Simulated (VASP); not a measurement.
PbS:

```
CELL_PARAMETERS angstrom
5.95559 0.00000 0.00000
0.00000 2.96854 2.96854
0.00000 -2.96854 2.96854
ATOMIC_POSITIONS crystal
Pb 0.74989 0.26052 0.76052
Pb 0.25011 0.76052 0.26052
S 0.74966 0.76048 0.26048
S 0.25034 0.26048 0.76048
```

Base run:

* Program: VASP 6.6.1
* Functional: PBE
* Potentials or basis: VASP PAW PBE potentials, release 64 (Pb_d, S)
* Cutoff: 520 eV
* k mesh: 4 × 4 × 4
* Occupations: gaussian, width 0.01 eV
* Spin: no spin polarisation

Its results: band gap on the k mesh 0.38 eV; pressure 1.9 GPa.

**Question.** The run is repeated on the same cell with these changes: functional from PBE to r2SCAN; k mesh from 4 × 4 × 4 to 2 × 4 × 4. What comes out?

**Answer.** Band gap on the k mesh 0.63 eV; pressure 2.0 GPa.

Several settings changed at once, so the effect can't be laid on one alone.

Caveats: some runs use coarse meshes; spin-orbit coupling is left out, which moves the levels of the heavy elements; the PAW data sets were made with another functional, which shifts forces and pressure a little (some runs).

A k mesh can miss the band edges.
